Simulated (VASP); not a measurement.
A run of VASP 6.6.1 is set up as follows.

INCAR

```
SYSTEM = Rh
PREC = Accurate
ENCUT = 520
EDIFF = 1E-6
ISMEAR = 0
SIGMA = 0.15
LREAL = .False.
LASPH = .True.
NELM = 100
ALGO = Fast
ISIF = 2
LWAVE = .False.
LCHARG = .True.
GGA = PE
LELF = .True.
LVHAR = .True.
NBANDS = 22
```

KPOINTS

```
Automatic mesh
0
Gamma
  18 18 10
  0 0 0
```

Contents of POSCAR:

```
Rh
1.0
    2.6704000000      0.0000000000      0.0000000000
   -1.3352000000      2.3126342383      0.0000000000
    0.0000000000      0.0000000000      4.7359000000
Rh
2
Direct
    0.6666666667      0.3333333333      0.7500000000
    0.3333333333      0.6666666667      0.2500000000
```

Potentials or basis: VASP PAW PBE potentials, release 64 (Rh_pv).

Command:

```sh
$ cat potpaw_PBE.64/Rh_pv/POTCAR > POTCAR
$ mpirun -np 1 vasp_std > vasp.out
```

Task: Estimate the band gap on the k mesh.

Result: Zero (bands 15 and 16 overlap by 2.42 eV).

Task: Predict the pressure.

Result: -6.3 GPa.

Stress tensor (GPa, compression positive):
```
  0.75   0.00   0.00
  0.00   0.75   0.00
  0.00   0.00 -20.51
```

Caveat: the cell stands under tension.
